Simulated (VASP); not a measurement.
# W (Cmme) in VASP: a series of runs, part 2 of 2

VASP 6.6.1. The steps go on from the part before.

## 3. Single point, PBEsol (the distance across one plane changed)

Input file INCAR:

```
SYSTEM = W
  PREC = Accurate
  ENCUT = 520
  EDIFF = 1E-7
  ISMEAR = 0
  SIGMA = 0.15
  LREAL = .FALSE.
  LASPH = .TRUE.
  NELM = 80
  ALGO = Fast
  ISIF = 2
  LWAVE = .FALSE.
  LCHARG = .FALSE.
  GGA = PS
  NBANDS = 36
```

Input file KPOINTS:

```
Automatic mesh
0
G
  23 23 7
  0 0 0
```

Input file POSCAR:

```
W
1.0
   -1.5771801388      1.5771801388     -1.5771801388
   -1.5771801388     -1.5771801388      1.5771801388
    0.0000000000      6.6622739456      6.6622739456
W
4
Direct
    0.0000000000      0.0000000000      0.8285655214
    0.5000000000      0.5000000000      0.1183665031
    0.0000000000      0.0000000000      0.3550995092
    0.5000000000      0.5000000000      0.5918325153
```

Potentials or basis: VASP PAW PBE potentials, release 64 (W_sv).

The run is started by

```bash
$ cat potpaw_PBE.64/W_sv/POTCAR > POTCAR
$ mpirun -np 1 vasp_std > vasp.out
```

OUTCAR:

```text
SYSTEM = W
   PREC = Accurate
   ENCUT = 520
   EDIFF = 1E-7
   ISMEAR = 0
   LREAL = .FALSE.
   LASPH = .TRUE.
   NELM = 80
   ISIF = 2
   GGA = PS

 ion  position               nearest neighbor table
   1  0.000  0.000  0.829-   4 2.73   4 2.73   2 3.15   2 3.15   4 3.15   4 3.15
   2  0.500  0.500  0.118-   3 2.73   3 2.73   1 3.15   1 3.15   3 3.15   3 3.15
   3  0.000  0.000  0.355-   4 2.73   4 2.73   2 2.73   2 2.73   4 3.15   4 3.15   2 3.15   2 3.15

   4  0.500  0.500  0.592-   3 2.73   3 2.73   1 2.73   1 2.73   3 3.15   3 3.15   1 3.15   1 3.15

  LATTYP: Found a base centered orthorhombic cell.
 ALAT       =     3.1543602776
 B/A-ratio  =     1.4142135624
 C/A-ratio  =     2.9869378704

  Lattice vectors:

 A1 = (  -1.5771801388,   1.5771801388,  -1.5771801388)
 A2 = (  -1.5771801388,  -1.5771801388,   1.5771801388)
 A3 = (   0.0000000000,   6.6622739456,   6.6622739456)

Analysis of symmetry for initial positions (statically):
=====================================================================
 Subroutine PRICEL returns:
 Original cell was already a primitive cell.

 Routine SETGRP: Setting up the symmetry group for a
 base centered orthorhombic supercell.

 Subroutine GETGRP returns: Found  8 space group operations
 (whereof  4 operations were pure point group operations)
 out of a pool of  8 trial point group operations.

The static configuration has the point symmetry C_2v.
 The point group associated with its full space group is D_2h.

Analysis of symmetry for dynamics (positions and initial velocities):
=====================================================================
 Subroutine PRICEL returns:
 Original cell was already a primitive cell.

 Routine SETGRP: Setting up the symmetry group for a
 base centered orthorhombic supercell.

 Subroutine GETGRP returns: Found  8 space group operations
[... 124 lines left out ...]
   EFERMI_NEDOS =   21; number of points for ismear=-14 and -15
   IALGO  =     68    algorithm
   IMIX   =      4    mixing-type and parameters
     AMIX     =   0.40;   BMIX     =  1.00
     AMIX_MAG =   1.60;   BMIX_MAG =  1.00
  volume/ion in A,a.u.               =      16.57       111.84
  Fermi-wavevector in a.u.,A,eV,Ry     =   1.547590  2.924520 32.586412  2.395034
  Thomas-Fermi vector in A             =   2.652661
   LORBIT       =      0    0 simple, 1 ext, 2 COOP (PROOUT), +10 PAW based schemes
   GGA     = PS    functional components
   LHFCALC =     F    Hartree Fock is set to
   AEXX    =    0.0000 exact exchange contribution
   IVDW    =     0    specifies the selected vdW correction
   LEPSILON=     F    determine dielectric tensor
   LRPA    =     F    only Hartree local field effects (RPA)
 non-spin polarized calculation
 RMM-DIIS sequential band-by-band and
 Gauss-broadening in eV      SIGMA  =   0.15
  energy-cutoff  :      520.00
  volume of cell :       66.29
 maximum number of plane-waves:      1820
   NGX = 11   NGY = 11   NGZ = 35

 number of electron      56.0000014 magnetization

 Free energy of the ion-electron system (eV)
  ---------------------------------------------------
  ext. energy  EPLUGINS =         0.00000000
  ---------------------------------------------------
  free energy    TOTEN  =       -54.54428825 eV

  energy without entropy =      -54.52542298  energy(sigma->0) =      -54.53485561

 E-fermi :  10.6198     XC(G=0): -13.4821

 val. band max:       10.6150269688   @ k =   0.4783   0.0000   0.2857
 cond. band min:      10.6220341926   @ k =  -0.3478   0.2174   0.4286
 fundamental gap:      0.0070072238
 Fermi energy:        10.6197973300

 k-point     1 :       0.0000    0.0000    0.0000
  band No.  band energies     occupation
      1     -63.5706      2.00000
      2     -63.5549      2.00000
      3     -63.4689      2.00000
      4     -63.4037      2.00000
      5     -28.3203      2.00000
      6     -27.9401      2.00000
[... 925 lines left out ...]
     35      13.8912      0.00000
     36      14.0007      0.00000

 [... further k-points ...]

------------------------ aborting loop because EDIFF is reached ----------------------------------------

  FORCE on cell =-STRESS in cart. coord.  units (eV):
  Direction    XX          YY          ZZ          XY          YZ          ZX
  --------------------------------------------------------------------------------------
  -------------------------------------------------------------------------------------
  Total       -2.8052114     -4.7332207     -4.7332207      0.0000000     -1.9575469      0.0000000
  in kB      -67.8002194   -114.3990076   -114.3990076      0.0000000    -47.3126933      0.0000000
  external PRESSURE =     -98.8660782 kB  Pullay stress =       0.0000000 kB

 VOLUME and BASIS-vectors are now :
 -----------------------------------------------------------------------------
  energy-cutoff  :      520.00
  volume of cell :       66.29
      direct lattice vectors                 reciprocal lattice vectors
    -1.577180139  1.577180139 -1.577180139    -0.317021492  0.158510746 -0.158510746
    -1.577180139 -1.577180139  1.577180139    -0.317021492 -0.158510746  0.158510746
     0.000000000  6.662273946  6.662273946     0.000000000  0.075049451  0.075049451

 POSITION                                       TOTAL-FORCE (eV/Angst)
 -----------------------------------------------------------------------------------
      0.00000      5.52013      5.52013        -0.000000      1.333509      1.333509
     -1.57718      0.78859      0.78859        -0.000000     -1.333509     -1.333509
      0.00000      2.36577      2.36577        -0.000000     -0.134470     -0.134470
     -1.57718      3.94295      3.94295         0.000000      0.134470      0.134470
 -----------------------------------------------------------------------------------
    total drift:                                0.000000      0.000050      0.000050

  FREE ENERGIE OF THE ION-ELECTRON SYSTEM (eV)
  ---------------------------------------------------
  free  energy   TOTEN  =       -54.5442882459 eV

  energy  without entropy=      -54.5254229819  energy(sigma->0) =      -54.53485561
```

It took 29 min on 1 thread of Oxide Virtual Turin-like, shared host; peak memory 0.88 GiB.

What came out:

- Free energy: -54.5443 eV
- Pressure: -9.9 GPa
- Largest force: 1.886 eV/Å
- Band gap on the k mesh: zero (bands 28 and 29 overlap by 2.44 eV)

Forces in eV/Å, atoms in the order of the input:
```
W    0.000  1.334  1.334
W    0.000 -1.334 -1.334
W    0.000 -0.134 -0.134
W    0.000  0.134  0.134
```

Levels at points of the mesh, in eV from the Fermi level:
| k point | band 24 | band 25 | band 26 | band 27 | band 28 | band 29 | band 30 | band 31 | band 32 | band 33 |
| --- | --- | --- | --- | --- | --- | --- | --- | --- | --- | --- |
| (0.00, 0.00, 0.00) | -2.22 | -1.56 | -1.40 | -1.30 | -0.84 | 0.27 | 1.15 | 1.62 | 1.82 | 2.11 |

Caveat: the cell differs from its parent crystal (the distance across one plane changed); the cell stands under tension; the PAW data sets were made with another functional, which shifts forces and pressure a little; spin-orbit coupling is left out, which moves the levels of the heavy elements.
